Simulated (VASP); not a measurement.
# Ga2P3 (R-3m) in VASP: a series of runs

Ga2P3 is run at these levels: PBE; tasks: single point.

Program: VASP 6.6.1. These are calculated values, not measurements. Logs are shortened: lines on timing, memory, paths and dates and some standing lists are left out, and cuts for length are marked.

### Step 1. The cell of the first run

Symmetry: R-3m, No. 166, trigonal system. Conventional cell: a = 3.631 Å, b = 3.631 Å, c = 22.783 Å, α = 90.00°, β = 90.00°, γ = 120.00°. Within 3.3 Å of Ga (site symmetry 3m) lie 6 P at 2.52 to 2.78 Å. P (site symmetry -3m) has 6 Ga at 2.52 Å within 3.3 Å. P (site symmetry 3m) has 3 P at 2.40 Å and 3 Ga at 2.78 Å within 3.2 Å.

### Step 2. Single point, PBE

Input file INCAR:

```
PREC     = Accurate       # precision mode
ENCUT    = 520            # plane-wave cutoff, eV
EDIFF    = 1E-6           # SCF threshold, eV
ISMEAR   = 0              # smearing method
SIGMA    = 0.1            # smearing width, eV
LREAL    = False          # projectors in reciprocal space
LASPH    = True           # aspherical terms in the spheres
NELM     = 100            # most SCF steps
ALGO     = Normal         # electronic algorithm
ISIF     = 2              # what is computed and relaxed
LWAVE    = False          # write WAVECAR
LCHARG   = False          # write CHGCAR
GGA      = PE             # functional
NBANDS   = 28             # bands
```

Input file KPOINTS:

```
regular mesh
0
Gamma
  6 6 6
```

Input file POSCAR:

```
Ga2P3
1.0
    1.8155887194      1.0482306359      7.5943917700
   -1.8155887194      1.0482306359      7.5943917700
    0.0000000000     -2.0964612717      7.5943917700
Ga P
2 3
Direct
    0.3943450868      0.3943450868      0.3943450868
    0.6056549132      0.6056549132      0.6056549132
    0.0000000000      0.0000000000      0.0000000000
    0.1921202197      0.1921202197      0.1921202197
    0.8078797803      0.8078797803      0.8078797803
```

Potentials or basis: VASP PAW PBE potentials, release 64 (Ga_d, P).

Launch:

```console
cat potpaw_PBE.64/Ga_d/POTCAR potpaw_PBE.64/P/POTCAR > POTCAR
mpirun -np 1 vasp_std > vasp.out
```

OUTCAR:

```text
PREC = Accurate
   ENCUT = 520
   EDIFF = 1E-6
   ISMEAR = 0
   LREAL = False
   LASPH = True
   NELM = 100
   ISIF = 2
   GGA = PE

 ion  position               nearest neighbor table
   1  0.394  0.394  0.394-   3 2.52   3 2.52   3 2.52   5 2.78   5 2.78   5 2.78
   2  0.606  0.606  0.606-   3 2.52   3 2.52   3 2.52   4 2.78   4 2.78   4 2.78
   3  0.000  0.000  0.000-   2 2.52   1 2.52   2 2.52   2 2.52   1 2.52   1 2.52
   4  0.192  0.192  0.192-   5 2.40   5 2.40   5 2.40   2 2.78   2 2.78   2 2.78
   5  0.808  0.808  0.808-   4 2.40   4 2.40   4 2.40   1 2.78   1 2.78   1 2.78

  LATTYP: Found a trigonal (rhomboedric) cell.
 ALAT       =     7.8784475768
 COS(alpha) =     0.8937855394

  Lattice vectors:

 A1 = (   1.8155887194,   1.0482306359,   7.5943917700)
 A2 = (  -1.8155887194,   1.0482306359,   7.5943917700)
 A3 = (   0.0000000000,  -2.0964612717,   7.5943917700)

Analysis of symmetry for initial positions (statically):
=====================================================================
 Subroutine PRICEL returns:
 Original cell was already a primitive cell.

 Routine SETGRP: Setting up the symmetry group for a
 trigonal (rhombohedral) supercell.

 Subroutine GETGRP returns: Found 12 space group operations
 (whereof 12 operations were pure point group operations)
 out of a pool of 12 trial point group operations.

The static configuration has the point symmetry D_3d.

Analysis of symmetry for dynamics (positions and initial velocities):
=====================================================================
 Subroutine PRICEL returns:
 Original cell was already a primitive cell.

 Routine SETGRP: Setting up the symmetry group for a
 trigonal (rhombohedral) supercell.

 Subroutine GETGRP returns: Found 12 space group operations
 (whereof 12 operations were pure point group operations)
 out of a pool of 12 trial point group operations.

The dynamic configuration has the point symmetry D_3d.

 Subroutine INISYM returns: Found 12 space group operations
 (whereof 12 operations are pure point group operations),
 and found     1 'primitive' translations

----------------------------------------------------------------------------------------

                                     Primitive cell

  volume of cell :      86.7199

[... 88 lines left out ...]
   ISPIN  =      1    spin polarized calculation?
   LNONCOLLINEAR =      F non collinear calculations
   LSORBIT =      F    spin-orbit coupling
   LASPH  =      T    aspherical Exc in radial PAW
   ENCUT  =  520.0 eV  38.22 Ry    6.18 a.u.  14.65 14.65 14.65*2*pi/ulx,y,z
   NELM   =    100;   NELMIN=  2; NELMDL= -5     # of ELM steps
   EDIFF  = 0.1E-05   stopping-criterion for ELM
   LREAL  =      F    real-space projection
   EDIFFG = 0.1E-04   stopping-criterion for IOM
   NSW    =      0    number of steps for IOM
   IBRION =     -1    ionic relax: 0-MD 1-quasi-New 2-CG
   NFREE  =      0    steps in history (QN), initial steepest desc. (CG)
   ISIF   =      2    stress and relaxation
   ISYM   =      2    0-nonsym 1-usesym 2-fastsym
   POTIM  = 0.5000    time-step for ionic-motion
   TEBEG  =    0.0;   TEEND  =   0.0 temperature during run
   PSTRESS=    0.0 pullay stress
   NELECT =      41.0000    total number of electrons
   NUPDOWN=      -1.0000    fix difference up-down
   EMIN   =  10.00;   EMAX   =-10.00  energy-range for DOS
   EFERMI =   0.00;   METHOD = LEGACY
   ISMEAR =     0;   SIGMA  =   0.10  broadening in eV -4-tet -1-fermi 0-gaus
   EFERMI_NEDOS =   21; number of points for ismear=-14 and -15
   IALGO  =     38    algorithm
   IMIX   =      4    mixing-type and parameters
     AMIX     =   0.40;   BMIX     =  1.00
     AMIX_MAG =   1.60;   BMIX_MAG =  1.00
  volume/ion in A,a.u.               =      17.34       117.04
  Fermi-wavevector in a.u.,A,eV,Ry     =   1.275352  2.410065 22.130171  1.626522
  Thomas-Fermi vector in A             =   2.408069
   LORBIT       =      0    0 simple, 1 ext, 2 COOP (PROOUT), +10 PAW based schemes
   GGA     = PE    functional components
   LHFCALC =     F    Hartree Fock is set to
   AEXX    =    0.0000 exact exchange contribution
   IVDW    =     0    specifies the selected vdW correction
   LEPSILON=     F    determine dielectric tensor
   LRPA    =     F    only Hartree local field effects (RPA)
 non-spin polarized calculation
 Gauss-broadening in eV      SIGMA  =   0.10
  energy-cutoff  :      520.00
  volume of cell :       86.72
 maximum number of plane-waves:      2356
 NGX is ok and might be reduce to    60
   NGX = 29   NGY = 29   NGZ = 29

 number of electron      41.0000011 magnetization

 Free energy of the ion-electron system (eV)
  ---------------------------------------------------
  ext. energy  EPLUGINS =         0.00000000
  ---------------------------------------------------
  free energy    TOTEN  =       -22.01638730 eV

  energy without entropy =      -22.01049871  energy(sigma->0) =      -22.01344301

 E-fermi :   6.7186     XC(G=0): -10.8027

 val. band max:        6.6350482856   @ k =  -0.3333   0.1667  -0.0000
 cond. band min:       6.7903751704   @ k =   0.3333   0.1667   0.0000
 fundamental gap:      0.1553268848
 Fermi energy:         6.7185797143

 k-point     1 :       0.0000    0.0000    0.0000
  band No.  band energies     occupation
      1      -7.9472      2.00000
      2      -7.9472      2.00000
      3      -7.9262      2.00000
      4      -7.9147      2.00000
      5      -7.9147      2.00000
      6      -7.9057      2.00000
[... 733 lines left out ...]
     27      12.1299      0.00000
     28      12.2676      0.00000

 [... further k-points ...]
[... 5 lines left out ...]
  --------------------------------------------------------------------------------------
  -------------------------------------------------------------------------------------
  Total       -0.0066260     -0.0066260      0.0292618      0.0000000      0.0000000      0.0000000
  in kB       -0.1224178     -0.1224178      0.5406208      0.0000000      0.0000000      0.0000000
  external PRESSURE =       0.0985950 kB  Pullay stress =       0.0000000 kB

 VOLUME and BASIS-vectors are now :
 -----------------------------------------------------------------------------
  energy-cutoff  :      520.00
  volume of cell :       86.72
      direct lattice vectors                 reciprocal lattice vectors
     1.815588719  1.048230636  7.594391770     0.275392766  0.158998088  0.043892038
    -1.815588719  1.048230636  7.594391770    -0.275392766  0.158998088  0.043892038
     0.000000000 -2.096461272  7.594391770     0.000000000 -0.317996176  0.043892038

 POSITION                                       TOTAL-FORCE (eV/Angst)
 -----------------------------------------------------------------------------------
      0.00000      0.00000      8.98443         0.000000     -0.000000     -0.019515
      0.00000      0.00000     13.79874         0.000000      0.000000      0.019515
      0.00000      0.00000      0.00000         0.000000      0.000000      0.000000
      0.00000      0.00000      4.37711         0.000000      0.000000      0.001936
      0.00000      0.00000     18.40607         0.000000     -0.000000     -0.001936
 -----------------------------------------------------------------------------------
    total drift:                               -0.000000     -0.000000      0.000000

  FREE ENERGIE OF THE ION-ELECTRON SYSTEM (eV)
  ---------------------------------------------------
  free  energy   TOTEN  =       -22.0163873048 eV

  energy  without entropy=      -22.0104987142  energy(sigma->0) =      -22.01344301
```

OSZICAR:

```text
N       E                     dE             d eps       ncg     rms          rms(c)
DAV:   1     0.289543416592E+03    0.28954E+03   -0.18891E+04  1828   0.208E+03
DAV:   2     0.134192081219E+02   -0.27612E+03   -0.26727E+03  1904   0.482E+02
DAV:   3    -0.208153960504E+02   -0.34235E+02   -0.33309E+02  2124   0.128E+02
DAV:   4    -0.223578417106E+02   -0.15424E+01   -0.15079E+01  2316   0.255E+01
DAV:   5    -0.223931698429E+02   -0.35328E-01   -0.35273E-01  2304   0.385E+00    0.717E+00
DAV:   6    -0.220162105248E+02    0.37696E+00   -0.11362E+00  2608   0.982E+00    0.435E+00
DAV:   7    -0.220167615554E+02   -0.55103E-03   -0.37788E-01  2108   0.338E+00    0.159E+00
DAV:   8    -0.220161790813E+02    0.58247E-03   -0.35359E-02  2356   0.186E+00    0.410E-01
DAV:   9    -0.220163397095E+02   -0.16063E-03   -0.48604E-03  2248   0.424E-01    0.125E-01
DAV:  10    -0.220163420559E+02   -0.23464E-05   -0.46842E-04  2300   0.125E-01    0.674E-02
DAV:  11    -0.220163789195E+02   -0.36864E-04   -0.99791E-05  2476   0.578E-02    0.208E-02
DAV:  12    -0.220163866997E+02   -0.77802E-05   -0.21768E-05  1876   0.244E-02    0.122E-02
DAV:  13    -0.220163873048E+02   -0.60505E-06   -0.31683E-06  1816   0.143E-02
   1 F= -.22016387E+02 E0= -.22013443E+02  d E =-.588859E-02
```

Wall time 6.6 min (1 thread of AMD EPYC 7R43 (Zen 3), shared host); peak memory 0.43 GiB.

Results:

```
Free energy   : -22.0164 eV
Pressure      : 0.0 GPa
Largest force : 0.020 eV/Å
```

Forces in eV/Å, atoms in the order of the input:
```
Ga   0.000  0.000 -0.020
Ga   0.000  0.000  0.020
P    0.000  0.000  0.000
P    0.000  0.000  0.002
P    0.000  0.000 -0.002
```

(Part 1 of 2 ends here.)
